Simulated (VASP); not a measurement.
# Cu (I4_1/amd) in VASP: notebook

The runs below take Cu through relaxation of cell and atoms, single point, with PBE.

Program: VASP 6.6.1. These are calculated values, not measurements. Logs are shortened: lines on timing, memory, paths and dates and some standing lists are left out, and cuts for length are marked.

## 1. The cell of the first run

Symmetry: I4_1/amd, No. 141, tetragonal system. Conventional cell: a = 4.058 Å, b = 4.058 Å, c = 2.157 Å, α = 90.00°, β = 90.00°, γ = 90.00°. Cu (site symmetry -4m2) has 10 Cu at 2.10 to 2.60 Å within 2.8 Å.

## 2. Relaxation of cell and atoms, PBE, target pressure 120 GPa, at which the enthalpy is minimised

The input, INCAR:

```
PREC = Accurate
ENCUT = 600
EDIFF = 1E-6
ISMEAR = -1
SIGMA = 0.05
LREAL = False
LASPH = True
NELM = 100
ALGO = Normal
ISIF = 3
LWAVE = False
LCHARG = False
GGA = PE
IBRION = 2
NSW = 32
EDIFFG = -0.005
PSTRESS = 1200.0
```

The input, KPOINTS:

```
Automatic mesh
0
Gamma
  20 20 20
```

The input, POSCAR:

```
Cu
1.0
   -2.0290506125      2.0290506125      1.0786975531
    2.0290506125     -2.0290506125      1.0786975531
    2.0290506125      2.0290506125     -1.0786975531
Cu
2
Direct
   -0.3750000000     -0.1250000000     -0.2500000000
    0.3750000000      0.1250000000      0.2500000000
```

Potentials or basis: VASP PAW PBE potentials, release 64 (Cu).

Launch:

```sh
$ cat potpaw_PBE.64/Cu/POTCAR > POTCAR
$ mpirun -np 1 vasp_std > vasp.out
```

OUTCAR:

```text
PREC = Accurate
   ENCUT = 600
   EDIFF = 1E-6
   ISMEAR = -1
   LREAL = False
   LASPH = True
   NELM = 100
   ISIF = 3
   GGA = PE
   IBRION = 2
   NSW = 32
   EDIFFG = -0.005
   PSTRESS = 1200.0

 ion  position               nearest neighbor table
   1  0.625  0.875  0.750-   2 2.10   2 2.10   2 2.10   2 2.10   2 2.60   2 2.60   2 2.60   2 2.60

   2  0.375  0.125  0.250-   1 2.10   1 2.10   1 2.10   1 2.10   1 2.60   1 2.60   1 2.60   1 2.60

  LATTYP: Found a body centered tetragonal cell.
 ALAT       =     4.0581012250
 C/A-ratio  =     0.5316267354

  Lattice vectors:

 A1 = (  -2.0290506125,   2.0290506125,   1.0786975531)
 A2 = (   2.0290506125,  -2.0290506125,   1.0786975531)
 A3 = (   2.0290506125,   2.0290506125,  -1.0786975531)

Analysis of symmetry for initial positions (statically):
=====================================================================
 Subroutine PRICEL returns:
 Original cell was already a primitive cell.

 Routine SETGRP: Setting up the symmetry group for a
 body centered tetragonal supercell.

 Subroutine GETGRP returns: Found 16 space group operations
 (whereof  4 operations were pure point group operations)
 out of a pool of 16 trial point group operations.

The static configuration has the point symmetry C_2h.
 The point group associated with its full space group is D_4h.

Analysis of symmetry for dynamics (positions and initial velocities):
=====================================================================
 Subroutine PRICEL returns:
 Original cell was already a primitive cell.

 Routine SETGRP: Setting up the symmetry group for a
 body centered tetragonal supercell.

 Subroutine GETGRP returns: Found 16 space group operations
 (whereof  4 operations were pure point group operations)
 out of a pool of 16 trial point group operations.

The dynamic configuration has the point symmetry C_2h.
 The point group associated with its full space group is D_4h.

 Subroutine INISYM returns: Found 16 space group operations
 (whereof  4 operations are pure point group operations),
 and found     1 'primitive' translations

----------------------------------------------------------------------------------------

                                     Primitive cell

  volume of cell :      17.7642

  direct lattice vectors                    reciprocal lattice vectors
    -2.029050612  2.029050612  1.078697553     0.000000000  0.246420664  0.463521956
     2.029050612 -2.029050612  1.078697553     0.246420664  0.000000000  0.463521956
     2.029050612  2.029050612 -1.078697553     0.246420664  0.246420664  0.000000000

  length of vectors
     3.065563763  3.065563763  3.065563763     0.524953091  0.524953091  0.348491446

  position of ions in fractional coordinates (direct lattice)
     0.625000000  0.875000000  0.750000000
     0.375000000  0.125000000  0.250000000

  ion indices of the primitive-cell ions
   primitive index   ion index
                 1           1
                 2           2

----------------------------------------------------------------------------------------

 KPOINTS: Automatic mesh

Automatic generation of k-mesh.
 Grid dimensions read from file:
 generate k-points for:   20   20   20

 Generating k-lattice:

  Cartesian coordinates                     Fractional coordinates (reciprocal lattice)
     0.000000000  0.012321033  0.023176098     0.050000000 -0.000000000  0.000000000
     0.012321033  0.000000000  0.023176098    -0.000000000  0.050000000  0.000000000
     0.012321033  0.012321033  0.000000000     0.000000000  0.000000000  0.050000000

  Length of vectors
     0.026247655  0.026247655  0.017424572

  Shift w.r.t. Gamma in fractional coordinates (k-lattice)
     0.000000000  0.000000000  0.000000000

 Subroutine IBZKPT returns following result:
 ===========================================

 Found    641 irreducible k-points:

 Following reciprocal coordinates:
            Coordinates               Weight
  0.000000  0.000000  0.000000      1.000000
  0.050000 -0.000000  0.000000      8.000000
  0.100000 -0.000000  0.000000      8.000000
  0.150000 -0.000000  0.000000      8.000000
  0.200000 -0.000000  0.000000      8.000000
  0.250000 -0.000000  0.000000      8.000000
[... 16 lines left out ...]
 -0.400000  0.050000 -0.000000     16.000000
 -0.350000  0.050000  0.000000     16.000000
 [... further k-points ...]
   k-points           NKPTS =    641   k-points in BZ     NKDIM =    641   number of bands    NBANDS=     15
   number of dos      NEDOS =    301   number of ions     NIONS =      2
   total plane-waves  NPLWV =  13824
   dimension x,y,z NGX =    24 NGY =   24 NGZ =   24
   dimension x,y,z NGXF=    48 NGYF=   48 NGZF=   48
   ions per type =               2
   NGX,Y,Z   is equivalent  to a cutoff of  13.02, 13.02, 13.02 a.u.
   NGXF,Y,Z  is equivalent  to a cutoff of  26.03, 26.03, 26.03 a.u.
 SYSTEM =  unknown system
   PREC   = accura    normal or accurate (medium, high low for compatibility)
   ISTART =      0    job   : 0-new  1-cont  2-samecut
   ICHARG =      2    charge: 1-file 2-atom 10-const
   ISPIN  =      1    spin polarized calculation?
   LNONCOLLINEAR =      F non collinear calculations
   LSORBIT =      F    spin-orbit coupling
   LASPH  =      T    aspherical Exc in radial PAW
   ENCUT  =  600.0 eV  44.10 Ry    6.64 a.u.   6.12  6.12  6.12*2*pi/ulx,y,z
   NELM   =    100;   NELMIN=  2; NELMDL= -5     # of ELM steps
   EDIFF  = 0.1E-05   stopping-criterion for ELM
   LREAL  =      F    real-space projection
   EDIFFG = -.5E-02   stopping-criterion for IOM
   NSW    =     32    number of steps for IOM
   IBRION =      2    ionic relax: 0-MD 1-quasi-New 2-CG
   NFREE  =      1    steps in history (QN), initial steepest desc. (CG)
   ISIF   =      3    stress and relaxation
   ISYM   =      2    0-nonsym 1-usesym 2-fastsym
   POTIM  = 0.5000    time-step for ionic-motion
   TEBEG  =    0.0;   TEEND  =   0.0 temperature during run
   PSTRESS= 1200.0 pullay stress
   NELECT =      22.0000    total number of electrons
   NUPDOWN=      -1.0000    fix difference up-down
   EMIN   =  10.00;   EMAX   =-10.00  energy-range for DOS
   EFERMI =   0.00;   METHOD = LEGACY
   ISMEAR =    -1;   SIGMA  =   0.05  broadening in eV -4-tet -1-fermi 0-gaus
   EFERMI_NEDOS =   21; number of points for ismear=-14 and -15
   IALGO  =     38    algorithm
   IMIX   =      4    mixing-type and parameters
     AMIX     =   0.40;   BMIX     =  1.00
     AMIX_MAG =   1.60;   BMIX_MAG =  1.00
  volume/ion in A,a.u.               =       8.88        59.94
  Fermi-wavevector in a.u.,A,eV,Ry     =   1.758061  3.322253 42.052588  3.090778
  Thomas-Fermi vector in A             =   2.827293
   LORBIT       =      0    0 simple, 1 ext, 2 COOP (PROOUT), +10 PAW based schemes
   GGA     = PE    functional components
   LHFCALC =     F    Hartree Fock is set to
   AEXX    =    0.0000 exact exchange contribution
   IVDW    =     0    specifies the selected vdW correction
   LEPSILON=     F    determine dielectric tensor
   LRPA    =     F    only Hartree local field effects (RPA)
 conjugate gradient relaxation of ions
 non-spin polarized calculation
  energy-cutoff  :      600.00
  volume of cell :       17.76
 maximum number of plane-waves:       612
   NGX = 13   NGY = 13   NGZ = 13

--------------------------------------- Ionic step        1  -------------------------------------------

 number of electron      21.9999974 magnetization

 Free energy of the ion-electron system (eV)
  ---------------------------------------------------
  ext. energy  EPLUGINS =         0.00000000
  ---------------------------------------------------
  free energy    TOTEN  =        -4.59842767 eV

  energy without entropy =       -4.59559573  energy(sigma->0) =       -4.59701170

------------------------ aborting loop because EDIFF is reached ----------------------------------------

  FORCE on cell =-STRESS in cart. coord.  units (eV):
  Direction    XX          YY          ZZ          XY          YZ          ZX
  --------------------------------------------------------------------------------------
  -------------------------------------------------------------------------------------
  Total       13.3769099     13.3769099     13.4080489     -0.0000000     -0.0000000      0.0000000
  in kB     1206.4822584   1206.4822584   1209.2907229     -0.0000000     -0.0000000      0.0000000
  external PRESSURE =       7.4184132 kB  Pullay stress =    1200.0000000 kB

 VOLUME and BASIS-vectors are now :
 -----------------------------------------------------------------------------
  energy-cutoff  :      600.00
  volume of cell :       17.76
      direct lattice vectors                 reciprocal lattice vectors
    -2.029050612  2.029050612  1.078697553     0.000000000  0.246420664  0.463521956
     2.029050612 -2.029050612  1.078697553     0.246420664  0.000000000  0.463521956
     2.029050612  2.029050612 -1.078697553     0.246420664  0.246420664  0.000000000
[... 274 lines left out ...]
  FREE ENERGIE OF THE ION-ELECTRON SYSTEM (eV)
  ---------------------------------------------------
  free  energy   TOTEN  =        -4.6124755152 eV

  energy  without entropy=       -4.6096394767  energy(sigma->0) =       -4.61105750

  enthalpy is  TOTEN    =         8.7065601655 eV   P V=       13.3190356806

--------------------------------------- Ionic step        9  -------------------------------------------

 number of electron      21.9999975 magnetization

 Free energy of the ion-electron system (eV)
  ---------------------------------------------------
  ext. energy  EPLUGINS =         0.00000000
  ---------------------------------------------------
  free energy    TOTEN  =        -4.61364051 eV

  energy without entropy =       -4.61080424  energy(sigma->0) =       -4.61222237

 E-fermi :  11.7784     XC(G=0): -14.4040

 val. band max:       11.7730394570   @ k =   0.4000   0.2000   0.0000
 cond. band min:      11.7997920285   @ k =  -0.3000   0.3000   0.0000
 fundamental gap:      0.0267525716
 Fermi energy:        11.7783586004

 k-point     1 :       0.0000    0.0000    0.0000
  band No.  band energies     occupation
      1       0.0585      2.00000
      2       4.6211      2.00000
      3       5.8115      2.00000
      4       6.1236      2.00000
      5       6.6010      2.00000
      6       9.0318      2.00000
      7       9.0318      2.00000
      8       9.0698      2.00000
      9       9.0698      2.00000
     10      10.0033      2.00000
     11      10.6863      2.00000
     12      17.4657      0.00000
     13      17.4657      0.00000
     14      24.5787      0.00000
     15      26.7695      0.00000
[... 397 lines left out ...]
 k-point    24 :      -0.3500    0.0500    0.0000
  band No.  band energies     occupation
      1       3.7325      2.00000
      2       5.5388      2.00000
      3       6.1038      2.00000
      4       6.7898      2.00000
      5       7.3114      2.00000
      6       7.5575      2.00000
      7       8.4165      2.00000
      8       8.7122      2.00000
      9       9.1964      2.00000
     10       9.5117      2.00000
     11      10.1593      2.00000
     12      17.9661      0.00000
     13      19.6505      0.00000
     14      23.1378      0.00000
     15      28.2850      0.00000

 [... further k-points ...]
[... 5 lines left out ...]
  --------------------------------------------------------------------------------------
  -------------------------------------------------------------------------------------
  Total       13.3174848     13.3174848     13.3271521      0.0000000     -0.0000000      0.0000000
  in kB     1199.7554421   1199.7554421   1200.6263533      0.0000000     -0.0000000      0.0000000
  external PRESSURE =       0.0457458 kB  Pullay stress =    1200.0000000 kB

 VOLUME and BASIS-vectors are now :
 -----------------------------------------------------------------------------
  energy-cutoff  :      600.00
  volume of cell :       17.78
      direct lattice vectors                 reciprocal lattice vectors
    -2.029693509  2.029693509  1.079242769     0.000000000  0.246342612  0.463287792
     2.029693509 -2.029693509  1.079242769     0.246342612  0.000000000  0.463287792
     2.029693509  2.029693509 -1.079242769     0.246342612  0.246342612  0.000000000

 POSITION                                       TOTAL-FORCE (eV/Angst)
 -----------------------------------------------------------------------------------
      2.02969      1.01485      0.80943         0.000000      0.000000      0.000000
      0.00000      1.01485      0.26981        -0.000000     -0.000000     -0.000000
 -----------------------------------------------------------------------------------
    total drift:                               -0.000000      0.000000      0.000000

  FREE ENERGIE OF THE ION-ELECTRON SYSTEM (eV)
  ---------------------------------------------------
  free  energy   TOTEN  =        -4.6136405056 eV

  energy  without entropy=       -4.6108042431  energy(sigma->0) =       -4.61222237

  enthalpy is  TOTEN    =         8.7065589596 eV   P V=       13.3201994652

 reached required accuracy - stopping structural energy minimisation
```

Wall time 5.3 min (1 thread of AMD EPYC 9R45 (Zen 5), shared host); peak memory 0.27 GiB.

Results:

```yaml
Free_energy: -4.6136 eV
Relaxed_volume: 8.89 Å³/atom
Relaxed_cell: a = 3.067 Å, b = 3.067 Å, c = 3.067 Å, α = 97.11°, β = 97.11°, γ = 138.79°
Space_group_after_relaxing_to_0.05_Å: I4_1/amd (No. 141)
Energy_change_on_relaxing_the_enthalpy_is_what_falls: -7.6 meV/atom
Ionic_steps: 9
Pressure_after_relaxing: 120.0 GPa
Band_gap_on_the_k_mesh: zero (band 11 reaches 15.29 eV, above the bottom of band 12 at 9.23 eV)
```

Stress tensor (GPa, compression positive):
```
119.98   0.00   0.00
  0.00 119.98   0.00
  0.00   0.00 120.06
```

The path:
```tsv
step	energy change (eV)	largest force (eV/Å)	pressure (GPa)	volume (Å³)
1	0.0000	0.0000	120.74	17.76
2	-0.0787	0.0000	117.22	17.87
3	-0.0165	0.0000	120.04	17.79
4	-0.0177	0.0000	119.89	17.79
5	-0.0170	0.0000	120.54	17.79
6	-0.0174	0.0000	119.76	17.79
7	0.0048	0.0000	120.93	17.76
8	-0.0140	0.0000	120.15	17.78
9	-0.0152	0.0000	120.00	17.78
```

Final structure:
```yaml
crystal:
  lattice:
    - [-2.02969, 2.02969, 1.07924]
    - [2.02969, -2.02969, 1.07924]
    - [2.02969, 2.02969, -1.07924]
  atoms:
    - { symbol: Cu, position: [0.62500, 0.87500, 0.75000] }
    - { symbol: Cu, position: [0.37500, 0.12500, 0.25000] }
```

Caveat: the cell is relaxed towards a set pressure, so the enthalpy falls and the energy may rise.

## 3. Single point, PBE

The input, INCAR:

```
SYSTEM = Cu
ALGO = Normal
EDIFF = 1E-6
ENCUT = 520
GGA = PE
ISIF = 2
ISMEAR = -1
LASPH = .True.
LCHARG = .False.
LREAL = .False.
LWAVE = .False.
NBANDS = 18
NELM = 80
PREC = Accurate
SIGMA = 0.05
```

The input, KPOINTS:

```
k-points
0
Gamma
  20 20 20
  0 0 0
```

POSCAR is that of step 2.

Potentials or basis: VASP PAW PBE potentials, release 64 (Cu).

Launch:

```sh
$ cat potpaw_PBE.64/Cu/POTCAR > POTCAR
$ mpirun -np 1 vasp_std > vasp.out
```

OUTCAR:

```text
SYSTEM = Cu
   EDIFF = 1E-6
   ENCUT = 520
   GGA = PE
   ISIF = 2
   ISMEAR = -1
   LASPH = .True.
   LREAL = .False.
   NELM = 80
   PREC = Accurate

 ion  position               nearest neighbor table
   1  0.625  0.875  0.750-   2 2.10   2 2.10   2 2.10   2 2.10   2 2.60   2 2.60   2 2.60   2 2.60

   2  0.375  0.125  0.250-   1 2.10   1 2.10   1 2.10   1 2.10   1 2.60   1 2.60   1 2.60   1 2.60

  LATTYP: Found a body centered tetragonal cell.
 ALAT       =     4.0581012250
 C/A-ratio  =     0.5316267354

  Lattice vectors:

 A1 = (  -2.0290506125,   2.0290506125,   1.0786975531)
 A2 = (   2.0290506125,  -2.0290506125,   1.0786975531)
 A3 = (   2.0290506125,   2.0290506125,  -1.0786975531)

Analysis of symmetry for initial positions (statically):
=====================================================================
 Subroutine PRICEL returns:
 Original cell was already a primitive cell.

 Routine SETGRP: Setting up the symmetry group for a
 body centered tetragonal supercell.

 Subroutine GETGRP returns: Found 16 space group operations
 (whereof  4 operations were pure point group operations)
 out of a pool of 16 trial point group operations.

The static configuration has the point symmetry C_2h.
[... 156 lines left out ...]
  ext. energy  EPLUGINS =         0.00000000
  ---------------------------------------------------
  free energy    TOTEN  =        -4.59797313 eV

  energy without entropy =       -4.59514118  energy(sigma->0) =       -4.59655716

 E-fermi :  11.7980     XC(G=0): -14.4114

 val. band max:       11.7929762975   @ k =   0.4000   0.2000   0.0000
 cond. band min:      11.8179844485   @ k =  -0.3000   0.3000   0.0000
 fundamental gap:      0.0250081509
 Fermi energy:        11.7979528367

 k-point     1 :       0.0000    0.0000    0.0000
  band No.  band energies     occupation
      1       0.0672      2.00000
      2       4.6299      2.00000
      3       5.8226      2.00000
      4       6.1346      2.00000
      5       6.6124      2.00000
      6       9.0490      2.00000
[... 481 lines left out ...]
      5       7.3246      2.00000
      6       7.5718      2.00000
[... 10 lines left out ...]
     17      30.3109      0.00000
     18      30.8750      0.00000

 [... further k-points ...]
[... 5 lines left out ...]
  --------------------------------------------------------------------------------------
  -------------------------------------------------------------------------------------
  Total       13.3623428     13.3623428     13.3919893      0.0000000      0.0000000      0.0000000
  in kB     1205.1684317   1205.1684317   1207.8422846      0.0000000      0.0000000      0.0000000
  external PRESSURE =    1206.0597160 kB  Pullay stress =       0.0000000 kB

 VOLUME and BASIS-vectors are now :
 -----------------------------------------------------------------------------
  energy-cutoff  :      520.00
  volume of cell :       17.76
      direct lattice vectors                 reciprocal lattice vectors
    -2.029050612  2.029050612  1.078697553     0.000000000  0.246420664  0.463521956
     2.029050612 -2.029050612  1.078697553     0.246420664  0.000000000  0.463521956
     2.029050612  2.029050612 -1.078697553     0.246420664  0.246420664  0.000000000

 POSITION                                       TOTAL-FORCE (eV/Angst)
 -----------------------------------------------------------------------------------
      2.02905      1.01453      0.80902        -0.000000      0.000000     -0.000000
      0.00000      1.01453      0.26967         0.000000     -0.000000      0.000000
 -----------------------------------------------------------------------------------
    total drift:                               -0.000000      0.000000      0.000000

  FREE ENERGIE OF THE ION-ELECTRON SYSTEM (eV)
  ---------------------------------------------------
  free  energy   TOTEN  =        -4.5979731305 eV

  energy  without entropy=       -4.5951411833  energy(sigma->0) =       -4.59655716
```

OSZICAR:

```text
N       E                     dE             d eps       ncg     rms          rms(c)
DAV:   1     0.118134309373E+03    0.11813E+03   -0.10302E+04 26028   0.234E+03
DAV:   2     0.890545841321E-01   -0.11805E+03   -0.11233E+03 23148   0.301E+02
DAV:   3    -0.610512783814E+01   -0.61942E+01   -0.60473E+01 25338   0.882E+01
DAV:   4    -0.616785909438E+01   -0.62731E-01   -0.62694E-01 26514   0.952E+00
DAV:   5    -0.616872222811E+01   -0.86313E-03   -0.86310E-03 27792   0.103E+00    0.101E+01
DAV:   6    -0.489008481167E+01    0.12786E+01   -0.64163E+00 24706   0.747E+01    0.213E+00
DAV:   7    -0.464643293577E+01    0.24365E+00   -0.81002E-01 27760   0.249E+01    0.118E+00
DAV:   8    -0.459975350503E+01    0.46679E-01   -0.13176E-02 35916   0.165E+00    0.293E-01
DAV:   9    -0.459794943221E+01    0.18041E-02   -0.17864E-03 36744   0.119E+00    0.239E-02
DAV:  10    -0.459797274964E+01   -0.23317E-04   -0.93005E-05 28168   0.115E-01    0.472E-03
DAV:  11    -0.459797313055E+01   -0.38090E-06   -0.15878E-06 17836   0.232E-02
   1 F= -.45979731E+01 E0= -.45965572E+01  d E =-.283195E-02
```

stdout:

```text
POSCAR found type information on POSCAR Cu
 POSCAR found :  1 types and       2 ions
 scaLAPACK will be used
 LDA part: xc-table for (Slater+PW92), standard interpolation
 POSCAR, INCAR and KPOINTS ok, starting setup
 FFT: planning ... GRIDC
 FFT: planning ... GRID_SOFT
 FFT: planning ... GRID
 WAVECAR not read
 entering main loop
```

Wall time 2.5 min (1 thread of AMD EPYC 7R43 (Zen 3), shared host); peak memory 0.24 GiB.

Results:

* Free energy: -4.5980 eV
* Pressure: 120.6 GPa
* Band gap on the k mesh: zero (band 11 reaches 15.32 eV, above the bottom of band 12 at 9.24 eV)

(Part 1 of 2 ends here.)
